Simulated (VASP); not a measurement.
# Bi2B2Ru (R-3m) in VASP: further runs

Runs on Bi2B2Ru. Level: PBEsol. Tasks: single point, relaxation of cell and atoms.

All numbers are computed with VASP 6.6.1; they aren't measurements. Logs are shortened: lines on timing, memory, paths and dates and some standing lists are left out, and cuts for length are marked.

### 1 The cell of the first run

It takes space group R-3m (No. 166, trigonal). The conventional cell has a = 3.200 Å, b = 3.200 Å, c = 26.029 Å, α = 90.00°, β = 90.00°, γ = 120.00°. Within 3.7 Å of Ru (site symmetry -3m) lie 6 Bi at 2.78 Å and 6 Ru at 3.20 Å. Within 3.7 Å of Bi (site symmetry 3m) lie 3 Ru at 2.78 Å and 6 B at 2.89 to 2.95 Å and 6 Bi at 3.20 Å. Within 2.5 Å of B (site symmetry 3m) lie 3 B at 1.85 Å.

### 2 Single point, PBEsol

File INCAR:

```
PREC = Accurate
ENCUT = 520
EDIFF = 1E-7
ISMEAR = -1
SIGMA = 0.0113
LREAL = F
LASPH = T
NELM = 80
ALGO = Normal
ISIF = 2
LWAVE = F
LCHARG = F
GGA = PS
NBANDS = 33
```

File KPOINTS:

```
regular mesh
0
Gamma
  6 6 6
```

File POSCAR:

```
Bi2B2Ru
1.0
    0.6699574891     -3.1290691567     -0.0000003964
    0.6699574891     -1.4928127348     -2.7500152593
    8.1958205475      3.3910435257      0.1558749152
Ru Bi B
1 2 2
Direct
    0.0000000000      0.0000000000      0.0000000000
    0.8261060306      0.5869469847      0.2391590459
    0.1738939694      0.4130530153      0.7608409541
    0.6638125623      0.1680937189      0.4957188434
    0.3361874377      0.8319062811      0.5042811566
```

Potentials or basis: VASP PAW PBE potentials, release 64 (Ru_pv, Bi_d, B).

Run with:

```sh
> cat potpaw_PBE.64/Ru_pv/POTCAR potpaw_PBE.64/Bi_d/POTCAR potpaw_PBE.64/B/POTCAR > POTCAR
> mpirun -np 1 vasp_std > vasp.out
```

OUTCAR:

```text
PREC = Accurate
   ENCUT = 520
   EDIFF = 1E-7
   ISMEAR = -1
   LREAL = F
   LASPH = T
   NELM = 80
   ISIF = 2
   GGA = PS

 ion  position               nearest neighbor table
   1  0.000  0.000  0.000-   2 2.78   3 2.78   2 2.78   3 2.78   3 2.78   2 2.78
   2  0.826  0.587  0.239-   1 2.78   1 2.78   1 2.78   4 2.89   4 2.89   4 2.89   5 2.95   5 2.95
                             5 2.95
   3  0.174  0.413  0.761-   1 2.78   1 2.78   1 2.78   5 2.89   5 2.89   5 2.89   4 2.95   4 2.95
                             4 2.95
   4  0.664  0.168  0.496-   5 1.85   5 1.85   5 1.85   2 2.89   2 2.89   2 2.89   3 2.95   3 2.95
                             3 2.95
   5  0.336  0.832  0.504-   4 1.85   4 1.85   4 1.85   3 2.89   3 2.89   3 2.89   2 2.95   2 2.95
                             2 2.95

  LATTYP: Found a trigonal (rhomboedric) cell.
 ALAT       =     8.8710172827
 COS(alpha) =     0.9349391725

  Lattice vectors:

 A1 = (   8.1958205475,   3.3910435257,   0.1558749152)
 A2 = (   8.1958205475,   1.7547871038,   2.9058897781)
 A3 = (   8.8657780366,   0.2619743690,   0.1558745188)

Analysis of symmetry for initial positions (statically):
=====================================================================
 Subroutine PRICEL returns:
 Original cell was already a primitive cell.

 Routine SETGRP: Setting up the symmetry group for a
 trigonal (rhombohedral) supercell.

 Subroutine GETGRP returns: Found 12 space group operations
 (whereof 12 operations were pure point group operations)
 out of a pool of 12 trial point group operations.

The static configuration has the point symmetry D_3d.

Analysis of symmetry for dynamics (positions and initial velocities):
=====================================================================
 Subroutine PRICEL returns:
 Original cell was already a primitive cell.

 Routine SETGRP: Setting up the symmetry group for a
 trigonal (rhombohedral) supercell.

 Subroutine GETGRP returns: Found 12 space group operations
 (whereof 12 operations were pure point group operations)
 out of a pool of 12 trial point group operations.

The dynamic configuration has the point symmetry D_3d.

 Subroutine INISYM returns: Found 12 space group operations
 (whereof 12 operations are pure point group operations),
 and found     1 'primitive' translations

----------------------------------------------------------------------------------------

                                     Primitive cell

  volume of cell :      76.9434

  direct lattice vectors                    reciprocal lattice vectors
     0.669957489 -3.129069157 -0.000000396     0.118174198 -0.294281890  0.188536933
     0.669957489 -1.492812735 -2.750015259     0.006338968  0.001357267 -0.362826825
     8.195820548  3.391043526  0.155874915     0.111835229  0.023944771  0.014247118

  length of vectors
     3.199987004  3.199987004  8.871017283     0.368935153  0.362884734  0.115253854

  position of ions in fractional coordinates (direct lattice)
     0.000000000  0.000000000  0.000000000
     0.826106031  0.586946985  0.239159046
     0.173893969  0.413053015  0.760840954
     0.663812562  0.168093719  0.495718843
     0.336187438  0.831906281  0.504281157

  ion indices of the primitive-cell ions
   primitive index   ion index
                 1           1
                 2           2
                 3           3
                 4           4
                 5           5

----------------------------------------------------------------------------------------

 KPOINTS: regular mesh

Automatic generation of k-mesh.
 Grid dimensions read from file:
 generate k-points for:    6    6    6

 Generating k-lattice:

  Cartesian coordinates                     Fractional coordinates (reciprocal lattice)
     0.019695700 -0.049046982  0.031422822     0.166666667 -0.000000000 -0.000000000
     0.001056495  0.000226211 -0.060471138    -0.000000000  0.166666667  0.000000000
     0.018639205  0.003990795  0.002374520     0.000000000  0.000000000  0.166666667

  Length of vectors
     0.061489192  0.060480789  0.019208976

  Shift w.r.t. Gamma in fractional coordinates (k-lattice)
     0.000000000  0.000000000  0.000000000

 Subroutine IBZKPT returns following result:
 ===========================================

 Found     32 irreducible k-points:

 Following reciprocal coordinates:
            Coordinates               Weight
  0.000000  0.000000  0.000000      1.000000
  0.166667 -0.000000  0.000000      6.000000
  0.333333 -0.000000  0.000000      6.000000
  0.500000 -0.000000  0.000000      3.000000
  0.000000  0.166667 -0.000000      6.000000
  0.333333  0.166667  0.000000     12.000000
[... 16 lines left out ...]
  0.333333  0.333333  0.166667      6.000000
  0.500000  0.333333  0.166667     12.000000
 [... further k-points ...]
   k-points           NKPTS =     32   k-points in BZ     NKDIM =     32   number of bands    NBANDS=     33
   number of dos      NEDOS =    301   number of ions     NIONS =      5
   total plane-waves  NPLWV =  40320
   dimension x,y,z NGX =    24 NGY =   24 NGZ =   70
   dimension x,y,z NGXF=    48 NGYF=   48 NGZF=  140
   ions per type =               1   2   2
   NGX,Y,Z   is equivalent  to a cutoff of  12.47, 12.47, 13.12 a.u.
   NGXF,Y,Z  is equivalent  to a cutoff of  24.94, 24.94, 26.24 a.u.
 SYSTEM =  unknown system
   PREC   = accura    normal or accurate (medium, high low for compatibility)
   ISTART =      0    job   : 0-new  1-cont  2-samecut
   ICHARG =      2    charge: 1-file 2-atom 10-const
   ISPIN  =      1    spin polarized calculation?
   LNONCOLLINEAR =      F non collinear calculations
   LSORBIT =      F    spin-orbit coupling
   LASPH  =      T    aspherical Exc in radial PAW
   ENCUT  =  520.0 eV  38.22 Ry    6.18 a.u.   5.95  5.95 16.49*2*pi/ulx,y,z
   NELM   =     80;   NELMIN=  2; NELMDL= -5     # of ELM steps
   EDIFF  = 0.1E-06   stopping-criterion for ELM
   LREAL  =      F    real-space projection
   EDIFFG = 0.1E-05   stopping-criterion for IOM
   NSW    =      0    number of steps for IOM
   IBRION =     -1    ionic relax: 0-MD 1-quasi-New 2-CG
   NFREE  =      0    steps in history (QN), initial steepest desc. (CG)
   ISIF   =      2    stress and relaxation
   ISYM   =      2    0-nonsym 1-usesym 2-fastsym
   POTIM  = 0.5000    time-step for ionic-motion
   TEBEG  =    0.0;   TEEND  =   0.0 temperature during run
   PSTRESS=    0.0 pullay stress
   NELECT =      50.0000    total number of electrons
   NUPDOWN=      -1.0000    fix difference up-down
   EMIN   =  10.00;   EMAX   =-10.00  energy-range for DOS
   EFERMI =   0.00;   METHOD = LEGACY
   ISMEAR =    -1;   SIGMA  =   0.01  broadening in eV -4-tet -1-fermi 0-gaus
   EFERMI_NEDOS =   21; number of points for ismear=-14 and -15
   IALGO  =     38    algorithm
   IMIX   =      4    mixing-type and parameters
     AMIX     =   0.40;   BMIX     =  1.00
     AMIX_MAG =   1.60;   BMIX_MAG =  1.00
  volume/ion in A,a.u.               =      15.39       103.85
  Fermi-wavevector in a.u.,A,eV,Ry     =   1.417994  2.679620 27.357317  2.010706
  Thomas-Fermi vector in A             =   2.539166
   LORBIT       =      0    0 simple, 1 ext, 2 COOP (PROOUT), +10 PAW based schemes
   GGA     = PS    functional components
   LHFCALC =     F    Hartree Fock is set to
   AEXX    =    0.0000 exact exchange contribution
   IVDW    =     0    specifies the selected vdW correction
   LEPSILON=     F    determine dielectric tensor
   LRPA    =     F    only Hartree local field effects (RPA)
 non-spin polarized calculation
  energy-cutoff  :      520.00
  volume of cell :       76.94
 maximum number of plane-waves:      2096
   NGX = 11   NGY = 11   NGZ = 33

 number of electron      49.9999997 magnetization

 Free energy of the ion-electron system (eV)
  ---------------------------------------------------
  ext. energy  EPLUGINS =         0.00000000
  ---------------------------------------------------
  free energy    TOTEN  =       -29.48732564 eV

  energy without entropy =      -29.48654630  energy(sigma->0) =      -29.48693597

 E-fermi :  10.1695     XC(G=0): -12.2166

 val. band max:       10.1311599439   @ k =  -0.0000   0.5000   0.0000
 cond. band min:      10.1785081240   @ k =   0.3333   0.0000   0.3333
 fundamental gap:      0.0473481801
 Fermi energy:        10.1694626831

 k-point     1 :       0.0000    0.0000    0.0000
  band No.  band energies     occupation
      1     -32.1413      2.00000
      2     -31.8735      2.00000
      3     -31.8735      2.00000
      4     -12.9156      2.00000
      5     -12.9156      2.00000
      6     -12.9108      2.00000
[... 25 lines left out ...]
     32      17.4281      0.00000
     33      18.6002      0.00000

 k-point     2 :       0.1667   -0.0000    0.0000
  band No.  band energies     occupation
      1     -32.1363      2.00000
      2     -31.9084      2.00000
      3     -31.8821      2.00000
      4     -12.9400      2.00000
      5     -12.9378      2.00000
      6     -12.8319      2.00000
[... 25 lines left out ...]
     32      16.2550      0.00000
     33      18.0343      0.00000

 k-point     3 :       0.3333   -0.0000    0.0000
  band No.  band energies     occupation
      1     -32.1264      2.00000
      2     -31.9777      2.00000
      3     -31.8994      2.00000
      4     -13.0048      2.00000
      5     -12.9993      2.00000
      6     -12.7695      2.00000
[... 25 lines left out ...]
     32      14.9119      0.00000
     33      17.5999      0.00000

 k-point     4 :       0.5000   -0.0000    0.0000
  band No.  band energies     occupation
      1     -32.1215      2.00000
      2     -32.0121      2.00000
      3     -31.9081      2.00000
      4     -13.0389      2.00000
      5     -13.0301      2.00000
      6     -12.8156      2.00000
[... 25 lines left out ...]
     32      15.4002      0.00000
     33      16.2306      0.00000

 k-point     5 :       0.0000    0.1667   -0.0000
  band No.  band energies     occupation
      1     -32.1363      2.00000
      2     -31.9084      2.00000
      3     -31.8821      2.00000
      4     -12.9400      2.00000
      5     -12.9377      2.00000
      6     -12.8319      2.00000
[... 604 lines left out ...]
 k-point    22 :      -0.3333    0.1667    0.1667
  band No.  band energies     occupation
      1     -32.1215      2.00000
      2     -31.9946      2.00000
      3     -31.9258      2.00000
      4     -12.9409      2.00000
      5     -12.9336      2.00000
      6     -12.7932      2.00000
[... 25 lines left out ...]
     32      16.3623      0.00000
     33      18.1261      0.00000

 k-point    23 :       0.3333    0.3333    0.1667
  band No.  band energies     occupation
      1     -32.1264      2.00000
      2     -31.9777      2.00000
      3     -31.8994      2.00000
      4     -13.0044      2.00000
      5     -12.9997      2.00000
      6     -12.7712      2.00000
[... 25 lines left out ...]
     32      15.4246      0.00000
     33      17.7829      0.00000

 k-point    24 :       0.5000    0.3333    0.1667
  band No.  band energies     occupation
      1     -32.1215      2.00000
      2     -31.9946      2.00000
      3     -31.9258      2.00000
      4     -12.9409      2.00000
      5     -12.9336      2.00000
      6     -12.7921      2.00000
[... 25 lines left out ...]
     32      16.5135      0.00000
     33      16.8218      0.00000

 [... further k-points ...]

------------------------ aborting loop because EDIFF is reached ----------------------------------------

  FORCE on cell =-STRESS in cart. coord.  units (eV):
  Direction    XX          YY          ZZ          XY          YZ          ZX
  --------------------------------------------------------------------------------------
  -------------------------------------------------------------------------------------
  Total        2.4309366      2.4140936      2.4135709      0.0037795      0.0004815      0.0022488
  in kB       50.6188894     50.2681717     50.2572869      0.0786991      0.0100258      0.0468259
  external PRESSURE =      50.3814493 kB  Pullay stress =       0.0000000 kB

 VOLUME and BASIS-vectors are now :
 -----------------------------------------------------------------------------
  energy-cutoff  :      520.00
  volume of cell :       76.94
      direct lattice vectors                 reciprocal lattice vectors
     0.669957489 -3.129069157 -0.000000396     0.118174198 -0.294281890  0.188536933
     0.669957489 -1.492812735 -2.750015259     0.006338968  0.001357267 -0.362826825
     8.195820548  3.391043526  0.155874915     0.111835229  0.023944771  0.014247118

 POSITION                                       TOTAL-FORCE (eV/Angst)
 -----------------------------------------------------------------------------------
      0.00000      0.00000      0.00000         0.000000     -0.000000      0.000000
      2.90679     -2.65015     -1.57683         0.008766      0.001877      0.001117
      6.62895      1.41931     -1.01731        -0.008766     -0.001877     -0.001117
      4.62016     -0.64704     -0.38499         0.000232      0.000050      0.000030
      4.91557     -0.58379     -2.20915        -0.000232     -0.000050     -0.000030
 -----------------------------------------------------------------------------------
    total drift:                                0.000000      0.000000     -0.000000

  FREE ENERGIE OF THE ION-ELECTRON SYSTEM (eV)
  ---------------------------------------------------
  free  energy   TOTEN  =       -29.4873256380 eV

  energy  without entropy=      -29.4865462957  energy(sigma->0) =      -29.48693597
```

Wall time 82 s (1 thread of Intel Xeon Platinum 8259CL at 2.50GHz (Skylake/Cascade Lake), shared host); peak memory 0.23 GiB.

What came out:

```
Free energy            : -29.4873 eV
Pressure               : 5.0 GPa
Largest force          : 0.009 eV/Å
Band gap on the k mesh : zero (bands 25 and 26 overlap by 1.11 eV)
```

Forces in eV/Å, atoms in the order of the input:
```
Ru   0.000  0.000  0.000
Bi   0.009  0.002  0.001
Bi  -0.009 -0.002 -0.001
B    0.000  0.000  0.000
B    0.000  0.000  0.000
```

Caveat: the k points lie up to 0.38 Å⁻¹ apart, too coarse for converged energies and pressures of a metal; the PAW data sets were made with another functional, which shifts forces and pressure a little; spin-orbit coupling is left out, which moves the levels of the heavy elements.

### 3 Relaxation of cell and atoms, PBEsol, target pressure 5 GPa, at which the enthalpy is minimised

This run uses another cell than the first one, of 20.00 Å³/atom.

File INCAR:

```
PREC = Accurate ; ENCUT = 600
EDIFF = 1E-6 ; ISMEAR = -1
SIGMA = 0.0113 ; LREAL = False
LASPH = True ; NELM = 80
ALGO = Normal ; ISIF = 3
LWAVE = False ; LCHARG = False
GGA = PS ; IBRION = 2
NSW = 60 ; EDIFFG = -0.01
PSTRESS = 50.0
```

File KPOINTS:

```
Automatic mesh
0
Gamma
  6 6 6
```

File POSCAR:

```
Bi2B2Ru
1.0
    0.7704420000     -3.5983850000      0.0000000000
    0.7704420000     -1.7167130000     -3.1624840000
    8.0180000000      3.5983850000      0.0000000000
Ru Bi B
1 2 2
Direct
    0.0000000000      0.0000000000      0.0000000000
    0.7840000000      0.6080000000      0.1760000000
    0.2160000000      0.3920000000      0.8240000000
    0.5760000000      0.2120000000      0.3640000000
    0.4240000000      0.7880000000      0.6360000000
```

Potentials or basis: VASP PAW PBE potentials, release 64 (Ru_pv, Bi_d, B).

Run with:

```sh
> cat potpaw_PBE.64/Ru_pv/POTCAR potpaw_PBE.64/Bi_d/POTCAR potpaw_PBE.64/B/POTCAR > POTCAR
> mpirun -np 1 vasp_std > vasp.out
```

Wall time 51 min (1 thread of Intel Xeon Platinum 8259CL at 2.50GHz (Skylake/Cascade Lake), shared host); peak memory 0.34 GiB.

Results (log left out):

* Free energy: -29.4957 eV
* Relaxed volume: 15.40 Å³/atom
* Relaxed cell: a = 3.200 Å, b = 3.200 Å, c = 8.875 Å, α = 90.00°, β = 100.39°, γ = 60.00°
* Space group after relaxing (to 0.1 Å): R-3m (No. 166)
* Energy change on relaxing (the run minimises the enthalpy): -1135.9 meV/atom
* Ionic steps: 32
* Pressure after relaxing: 5.0 GPa
* Largest force after relaxing: 0.005 eV/Å
* Band gap on the k mesh: zero (bands 25 and 26 overlap by 1.11 eV)

Forces in eV/Å, atoms in the order of the input:
```
Ru   0.000  0.000  0.000
Bi   0.005  0.001  0.001
Bi  -0.005 -0.001 -0.001
B    0.000  0.000  0.000
B    0.000  0.000  0.000
```

Step by step:
| step | energy change (eV) | largest force (eV/Å) | pressure (GPa) | volume (Å³) |
| --- | --- | --- | --- | --- |
| 1 | 0.0000 | 3.2417 | 4.02 | 100.01 |
| 2 | -0.8255 | 2.1577 | -0.07 | 98.24 |
| 3 | -1.4097 | 1.0004 | -2.59 | 93.80 |
| 4 | -0.9157 | 2.4507 | 17.97 | 78.74 |
| 5 | -1.3915 | 1.7314 | 5.76 | 85.90 |
| 6 | -1.7129 | 1.7199 | 6.60 | 83.23 |
| 7 | -1.7144 | 1.6734 | 14.86 | 76.89 |
| 8 | -1.9310 | 1.7020 | 12.63 | 77.57 |
| 9 | -2.4653 | 1.3333 | 7.11 | 79.63 |
| 10 | -2.9618 | 0.5819 | 0.44 | 83.82 |
| 11 | -3.2576 | 0.2037 | 2.74 | 82.11 |
| 12 | -3.4250 | 0.8206 | 5.97 | 80.06 |
| 13 | -2.9033 | 2.7915 | 16.35 | 75.79 |
| 14 | -3.4171 | 1.2027 | 7.65 | 79.21 |
| 15 | -3.8935 | 1.6662 | 4.52 | 79.81 |
| 16 | -4.3039 | 2.6470 | 1.40 | 80.17 |
| 17 | -4.8487 | 2.5109 | 4.89 | 77.24 |
| 18 | -3.3954 | 1.1703 | 37.28 | 67.38 |
| 19 | -5.1268 | 2.0183 | 9.31 | 74.80 |
| 20 | -5.1088 | 1.8460 | 11.58 | 73.91 |
| 21 | -5.5837 | 0.7838 | 1.98 | 78.36 |
| 22 | -5.5753 | 0.7771 | 2.66 | 78.01 |
| 23 | -5.6358 | 0.3211 | 6.43 | 76.09 |
| 24 | -5.6292 | 0.2283 | 7.10 | 75.81 |
| 25 | -5.6926 | 0.1089 | 3.58 | 77.62 |
| 26 | -5.6751 | 0.1327 | 4.84 | 76.94 |
| 27 | -5.6767 | 0.0503 | 5.04 | 76.93 |
| 28 | -5.6768 | 0.0410 | 5.13 | 76.92 |
| 29 | -5.6768 | 0.0386 | 5.15 | 76.92 |
| 30 | -5.6819 | 0.0182 | 4.85 | 77.08 |
| 31 | -5.6810 | 0.0223 | 4.88 | 77.05 |
| 32 | -5.6793 | 0.0051 | 4.98 | 77.00 |

Final structure:
```yaml
crystal:
  lattice:
    - [0.67002, -3.12935, 0.00000]
    - [0.67002, -1.49295, -2.75028]
    - [8.19993, 3.39207, 0.15632]
  atoms:
    - { symbol: Ru, position: [0.00000, 0.00000, 0.00000] }
    - { symbol: Bi, position: [0.82610, 0.58695, 0.23915] }
    - { symbol: Bi, position: [0.17390, 0.41305, 0.76085] }
    - { symbol: B, position: [0.66382, 0.16809, 0.49574] }
    - { symbol: B, position: [0.33618, 0.83191, 0.50426] }
```

Levels at points of the mesh, in eV from the Fermi level:
| k point | band 23 | band 24 | band 25 | band 26 | band 27 | band 28 |
| --- | --- | --- | --- | --- | --- | --- |
| (0.00, 0.00, 0.00) | -0.98 | 0.48 | 0.48 | 3.97 | 5.00 | 5.00 |
| (0.50, 0.00, 0.00) | -1.70 | -1.70 | -0.99 | 0.42 | 2.04 | 2.87 |
| (0.00, 0.50, 0.00) | -1.43 | -0.04 | 0.42 | 0.52 | 1.14 | 2.08 |
| (0.00, 0.00, 0.50) | -0.17 | 0.48 | 0.48 | 1.74 | 5.39 | 5.39 |

Caveat: the cell is relaxed towards a set pressure, so the run minimises the enthalpy, not the energy; the volume moved by over 15 % at a fixed basis, so the end points are rough; the PAW data sets were made with another functional, which shifts forces and pressure a little; spin-orbit coupling is left out, which moves the levels of the heavy elements.
